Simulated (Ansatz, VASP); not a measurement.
# One calculation of Ge, two programs

INCAR

```
SYSTEM = Ge
ALGO = Normal
DIPOL = 0.5 0.5 0.500
EDIFF = 1E-7
ENCUT = 520
IDIPOL = 3
ISIF = 2
ISMEAR = 0
LASPH = .TRUE.
LCHARG = .TRUE.
LDIPOL = .TRUE.
LELF = .TRUE.
LREAL = .FALSE.
LVACPOTAV = .TRUE.
LVHAR = .TRUE.
LWAVE = .FALSE.
NBANDS = 21
NELM = 100
PREC = Accurate
SIGMA = 0.1
```

KPOINTS

```
k-points
0
G
  12 12 1
  0 0 0
```

Contents of POSCAR:

```
Ge
1.0
    4.0220000000      0.0000000000      0.0000000000
   -2.0110000000      3.4831541740      0.0000000000
    0.0000000000      0.0000000000     28.0000000000
Ge
2
Direct
    0.3333333333      0.6666666667      0.5127500000
    0.6666666667      0.3333333333      0.4872500000
```

Input for Ansatz:

```yaml
crystal:
  lattice:
    - [4.022, 0.0, 0.0]
    - [-2.011, 3.483154174, 0.0]
    - [0.0, 0.0, 28.0]
  atoms:
    - { symbol: Ge, position: [0.3333333333, 0.6666666667, 0.51275] }
    - { symbol: Ge, position: [0.6666666667, 0.3333333333, 0.48725] }
  periodic: [true, true, false]
basis:
  ecutwfc: 420
kpoints:
  mp_grid: { grid: [12, 12, 1] }
hamiltonian:
  xc: lda
  pseudopotentials: { kind: paw, azcp: { folder: soft_1 } }
scf:
  occupations: { method: gaussian, width: 0.1 }
output:
  forces: true
  stress: true
  eigenvalues: true
```

Alike in both runs: task single point; functional LDA; k mesh 12 × 12 × 1; occupations gaussian, width 0.1 eV; no spin polarisation.

|  | VASP | Ansatz |
| --- | --- | --- |
| version | VASP 6.6.1 | Ansatz 0.2.0 |
| potentials or method | VASP PAW LDA potentials, release 64 (Ge_d), cutoff 520 eV | scalar-relativistic, plane waves, PAW |
| valence electrons in the cell | 28 | 28 |

|  | VASP | Ansatz | Ansatz less VASP |
| --- | --- | --- | --- |
| gap on the k mesh at the Fermi level (eV) | none | none | - |
| rms of the force components (eV/Å) | 0.223 | 0.230 | +0.0073 |
| work function, face that differs most (eV) | 4.73 | 4.73 | -0.008 |

Ansatz warns that its potentials were made for another functional, while VASP's fit it. LDA's correlation is that of Perdew and Zunger in VASP and of Perdew and Wang (1992) in Ansatz. Atom by atom the forces differ by 0.007 eV/Å (rms over components). A gap of «none» marks a metal or a gap that the smearing closes.
